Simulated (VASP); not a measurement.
Wanted: the native input for a VASP 6.6.1 run.

```yaml
Task: single point
Functional: HSE06
Potentials_or_basis: VASP PAW PBE potentials, release 64 (Si, Sn_d)
Cutoff: 520 eV
k_mesh: 1 × 1 × 1
Occupations: fermi-dirac, width 0.05 eV
Spin: no spin polarisation
Dipole_correction: no
Grid_for_exact_exchange_PRECFOCK: Fast
Further_INCAR_settings: LREAL = Auto; ALGO = Normal; EDIFF = 1e-06; NBANDS = 206
Share_of_exact_exchange: 0.25
Screening_parameter: 0.2079 1/Å
```

Crystal: Si7Sn.

```
Si Sn
1.0
    11.14672    0.00000    0.00000
     0.00000   11.14672    0.00000
     0.00000    0.00000   11.14672
Si Sn
56 8
Direct
  0.98354 0.00380 0.00030
  0.00348 0.00171 0.50013
  0.99783 0.49787 0.99695
  0.99546 0.49671 0.50444
  0.49761 0.00002 0.00508
  0.50040 0.00253 0.49683
  0.51397 0.49104 0.00651
  0.50260 0.50077 0.48516
  0.12298 0.12451 0.62523
  0.12255 0.62251 0.11271
  0.12061 0.62365 0.62009
  0.62497 0.12464 0.12576
  0.61949 0.13146 0.61717
  0.62757 0.62345 0.12917
  0.25940 0.25595 0.98842
  0.23880 0.23771 0.49119
  0.25083 0.75388 0.01502
  0.25331 0.75162 0.50639
  0.75165 0.25089 0.00570
  0.74823 0.25209 0.49897
  0.74506 0.74604 0.99966
  0.75740 0.75674 0.48803
  0.38743 0.36504 0.11817
  0.37906 0.87461 0.13209
  0.37653 0.88235 0.62260
  0.87269 0.37882 0.12670
  0.87572 0.37078 0.62823
  0.85919 0.88188 0.11855
  0.88391 0.86812 0.61242
  0.26167 0.99352 0.25933
  0.25789 0.01025 0.74158
  0.23207 0.50154 0.74863
  0.74591 0.00345 0.24973
  0.74880 0.49871 0.25001
  0.75726 0.48920 0.75898
  0.37714 0.12396 0.37388
  0.38052 0.12412 0.87336
  0.38131 0.63572 0.37861
  0.87105 0.12393 0.37728
  0.87839 0.13690 0.88029
  0.86879 0.61482 0.37970
  0.87326 0.62169 0.87530
  0.98691 0.25688 0.25855
  0.00254 0.24973 0.75051
  0.99186 0.73867 0.73948
  0.50224 0.24522 0.24915
  0.50897 0.24521 0.75703
  0.50501 0.75211 0.25076
  0.49691 0.76606 0.75066
  0.11235 0.36822 0.38346
  0.12177 0.37495 0.87338
  0.13572 0.88090 0.38502
  0.62595 0.37281 0.36855
  0.63205 0.36943 0.87974
  0.62631 0.87899 0.37230
  0.61717 0.87170 0.88492
  0.12673 0.12747 0.12924
  0.63033 0.62791 0.62612
  0.37076 0.37152 0.62205
  0.25117 0.49542 0.25026
  0.75175 0.99904 0.74837
  0.37506 0.62307 0.87893
  0.99767 0.75293 0.25011
  0.12207 0.87623 0.87069
```

These files were run (other wordings do the same):

POSCAR

```
Si7Sn
1.0
   11.1467170000      0.0000000000      0.0000000000
    0.0000000000     11.1467170000      0.0000000000
    0.0000000000      0.0000000000     11.1467170000
Si Sn
56 8
Direct
    0.9835440000      0.0037970000      0.0003050000
    0.0034850000      0.0017120000      0.5001270000
    0.9978260000      0.4978660000      0.9969460000
    0.9954560000      0.4967120000      0.5044420000
    0.4976140000      0.0000150000      0.0050820000
    0.5004030000      0.0025300000      0.4968270000
    0.5139710000      0.4910420000      0.0065050000
    0.5025990000      0.5007670000      0.4851640000
    0.1229760000      0.1245110000      0.6252270000
    0.1225520000      0.6225140000      0.1127120000
    0.1206060000      0.6236500000      0.6200920000
    0.6249740000      0.1246390000      0.1257600000
    0.6194880000      0.1314610000      0.6171710000
    0.6275750000      0.6234500000      0.1291700000
    0.2594000000      0.2559530000      0.9884190000
    0.2387960000      0.2377110000      0.4911900000
    0.2508250000      0.7538840000      0.0150180000
    0.2533140000      0.7516180000      0.5063930000
    0.7516480000      0.2508910000      0.0057010000
    0.7482280000      0.2520890000      0.4989720000
    0.7450650000      0.7460450000      0.9996560000
    0.7574030000      0.7567350000      0.4880340000
    0.3874350000      0.3650400000      0.1181730000
    0.3790640000      0.8746080000      0.1320890000
    0.3765330000      0.8823530000      0.6225990000
    0.8726860000      0.3788220000      0.1266960000
    0.8757200000      0.3707750000      0.6282270000
    0.8591920000      0.8818790000      0.1185460000
    0.8839110000      0.8681190000      0.6124150000
    0.2616740000      0.9935200000      0.2593340000
    0.2578890000      0.0102490000      0.7415830000
    0.2320660000      0.5015360000      0.7486260000
    0.7459120000      0.0034510000      0.2497320000
    0.7487960000      0.4987080000      0.2500060000
    0.7572640000      0.4891960000      0.7589840000
    0.3771370000      0.1239560000      0.3738840000
    0.3805240000      0.1241180000      0.8733620000
    0.3813090000      0.6357220000      0.3786080000
    0.8710490000      0.1239310000      0.3772820000
    0.8783860000      0.1368970000      0.8802910000
    0.8687950000      0.6148230000      0.3797020000
    0.8732600000      0.6216930000      0.8752990000
    0.9869060000      0.2568840000      0.2585500000
    0.0025380000      0.2497260000      0.7505120000
    0.9918570000      0.7386710000      0.7394810000
    0.5022420000      0.2452240000      0.2491450000
    0.5089700000      0.2452130000      0.7570340000
    0.5050090000      0.7521060000      0.2507640000
    0.4969080000      0.7660580000      0.7506590000
    0.1123540000      0.3682180000      0.3834590000
    0.1217670000      0.3749520000      0.8733750000
    0.1357240000      0.8808980000      0.3850240000
    0.6259530000      0.3728060000      0.3685510000
    0.6320510000      0.3694290000      0.8797400000
    0.6263150000      0.8789870000      0.3723040000
    0.6171720000      0.8717010000      0.8849180000
    0.1267260000      0.1274740000      0.1292450000
    0.6303260000      0.6279060000      0.6261180000
    0.3707580000      0.3715170000      0.6220530000
    0.2511660000      0.4954170000      0.2502580000
    0.7517480000      0.9990410000      0.7483740000
    0.3750650000      0.6230660000      0.8789290000
    0.9976730000      0.7529310000      0.2501100000
    0.1220720000      0.8762320000      0.8706850000
```

INCAR.step1

```
PREC = Accurate ; ENCUT = 520
EDIFF = 1E-5 ; ISMEAR = -1
SIGMA = 0.05 ; LREAL = Auto
LASPH = T ; NELM = 60
ALGO = Normal ; ISIF = 2
LWAVE = T ; LCHARG = F
NBANDS = 206 ; GGA = PE
LUSENCCL = F
```

INCAR.step2

```
PREC = Accurate ; ENCUT = 520
EDIFF = 1E-6 ; ISMEAR = -1
SIGMA = 0.05 ; LREAL = Auto
LASPH = T ; NELM = 60
ALGO = Normal ; ISIF = 2
LWAVE = F ; LCHARG = F
GGA = PE ; LHFCALC = T
HFSCREEN = 0.2079 ; PRECFOCK = Fast
NBANDS = 206 ; ISTART = 1
LUSENCCL = F
```

KPOINTS

```
regular mesh
0
Gamma
  1 1 1
```

Potentials or basis: VASP PAW PBE potentials, release 64 (Si, Sn_d).

The run is started by

```console
$ cat potpaw_PBE.64/Si/POTCAR potpaw_PBE.64/Sn_d/POTCAR > POTCAR
$ cp INCAR.step1 INCAR
$ mpirun -np 1 vasp_gam > vasp.out
$ cp INCAR.step2 INCAR
$ mpirun -np 1 vasp_gam > vasp.out
```

Results of the run:

* Pressure: 0.4 GPa
* Largest force: 0.058 eV/Å
* Band gap on the k mesh: 1.08 eV

Caveat: the k points lie up to 0.56 Å⁻¹ apart; the PAW data sets were made with another functional, which shifts forces and pressure a little; spin-orbit coupling is left out, which moves the levels of the heavy elements; an odd mesh through Γ misses points on the zone boundary, where band edges can lie.

It took 3.1 min on 1 × NVIDIA H100 80GB with 1 thread of Intel(R) Xeon(R) Platinum 8481C CPU @ 2.70GHz (Sapphire Rapids), with other jobs on the host, peak memory 1.6 GiB.
